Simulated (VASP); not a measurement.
Set up this calculation in VASP 6.6.1, as the native input.

| Quantity | Value |
| --- | --- |
| Task | relaxation of cell and atoms |
| Functional | r2SCAN |
| Potentials or basis | VASP PAW PBE potentials, release 64 (Os) |
| Cutoff | 600 eV |
| k mesh | 18 × 18 × 18 |
| Occupations | gaussian, width 0.1 eV |
| Spin | no spin polarisation |
| Dipole correction | no |
| Further INCAR settings | ALGO = Normal; EDIFF = 1e-06; IBRION = 2; EDIFFG = -0.005; NSW = 100; ISIF = 3 |

The system is Os.

```
Os
1.0
     0.00000   -1.91558   -1.91558
     1.91558    0.00000   -1.91558
     1.91558   -1.91558    0.00000
Os
1
Direct
  0.00000 0.00000 0.00000
```

This isn't the form of Os at room conditions, which is hcp.

The input as run:

POSCAR

```
Os
1.0
    0.0000000000     -1.9155840796     -1.9155840796
    1.9155840796      0.0000000000     -1.9155840796
    1.9155840796     -1.9155840796      0.0000000000
Os
1
Direct
    0.0000000000      0.0000000000      0.0000000000
```

INCAR.step1

```
SYSTEM = Os
  PREC = Accurate
  ENCUT = 600
  ISMEAR = 0
  SIGMA = 0.1
  LREAL = .False.
  LASPH = .True.
  NELM = 100
  GGA = PE
  ALGO = Normal
  EDIFF = 1E-4
  LWAVE = .True.
  LCHARG = .False.
```

INCAR.step2

```
SYSTEM = Os
  PREC = Accurate
  ENCUT = 600
  EDIFF = 1E-6
  ISMEAR = 0
  SIGMA = 0.1
  LREAL = .False.
  LASPH = .True.
  NELM = 100
  ALGO = Normal
  ISIF = 3
  LWAVE = .False.
  LCHARG = .False.
  METAGGA = R2SCAN
  LMIXTAU = .True.
  IBRION = 2
  NSW = 100
  EDIFFG = -0.005
  ISTART = 1
```

KPOINTS

```
Automatic mesh
0
Gamma
  18 18 18
  0 0 0
```

Potentials or basis: VASP PAW PBE potentials, release 64 (Os).

Launch:

```console
$ cat potpaw_PBE.64/Os/POTCAR > POTCAR
$ cp INCAR.step1 INCAR
$ mpirun -np 1 vasp_std > vasp.out
$ cp INCAR.step2 INCAR
$ mpirun -np 1 vasp_std > vasp.out
```

Results of the run:

```
Relaxed volume                        : 14.10 Å³/atom
Relaxed cell                          : a = 2.712 Å, b = 2.712 Å, c = 2.712 Å, α = 60.00°, β = 60.00°, γ = 60.00°
Space group after relaxing (to 0.1 Å) : Fm-3m (No. 225)
Energy gained by relaxing             : 0.2 meV/atom
Ionic steps                           : 3
Pressure after relaxing               : 0.0 GPa
Band gap on the k mesh                : zero (bands 4 and 5 overlap by 3.91 eV)
```

Caveat: the PAW data sets were made with another functional, which shifts forces and pressure a little; spin-orbit coupling is left out, which moves the levels of the heavy elements.

It took 3 min on 1 thread of Intel Xeon 8259CL (shared host), peak memory 0.17 GiB.
